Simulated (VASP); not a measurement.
Wanted: the native input for a VASP 6.6.1 run.

```
Task                   : single point
Functional             : PBE
Potentials or basis    : VASP PAW PBE potentials, release 64 (Li_sv, Cl)
Cutoff                 : 750 eV
k mesh                 : 3 × 3 × 3
Occupations            : gaussian, width 0.01 eV
Spin                   : no spin polarisation
Dipole correction      : no
Further INCAR settings : ALGO = Normal; EDIFF = 1e-06; NBANDS = 12
```

The structure of LiCl lies in POSCAR:

```
LiCl
1.0
    0.0000000000      2.5647700000      2.5647700000
    2.5647700000      0.0000000000      2.5647700000
    2.5647700000      2.5647700000      0.0000000000
Li Cl
1 1
Direct
    0.0000000000      0.0000000000      0.0000000000
    0.5000000000      0.5000000000      0.5000000000
```

The input as run:

INCAR

```
SYSTEM = LiCl
ALGO     = Normal         ! electronic algorithm
EDIFF    = 1E-6           ! SCF threshold, eV
ENCUT    = 750            ! plane-wave cutoff, eV
GGA      = PE             ! functional
GGA_COMPAT= .False.      
ISIF     = 2              ! what is computed and relaxed
ISMEAR   = 0              ! smearing method
LASPH    = .True.         ! aspherical terms in the spheres
LCHARG   = .True.         ! write CHGCAR
LELF     = .True.         ! ELF
LREAL    = .False.        ! projectors in reciprocal space
LVHAR    = .True.       
LWAVE    = .False.        ! write WAVECAR
NBANDS   = 12             ! bands
NELM     = 120            ! most SCF steps
PREC     = Accurate       ! precision mode
SIGMA    = 0.01           ! smearing width, eV
```

KPOINTS

```
k-points
0
Gamma
  3 3 3
  0 0 0
```

Potentials or basis: VASP PAW PBE potentials, release 64 (Li_sv, Cl).

Launch:

```sh
$ cat potpaw_PBE.64/Li_sv/POTCAR potpaw_PBE.64/Cl/POTCAR > POTCAR
$ mpirun -np 1 vasp_std > vasp.out
```

Results of the run:

```yaml
Pressure: 1.0 GPa
Band_gap_on_the_k_mesh: 6.32 eV
```

Caveat: the k points lie up to 0.71 Å⁻¹ apart.

Wall time 5.6 s on 1 thread of Intel(R) Xeon(R) Platinum 8375C CPU @ 2.90GHz (Ice Lake), with other jobs on the host, peak memory 0.16 GiB.
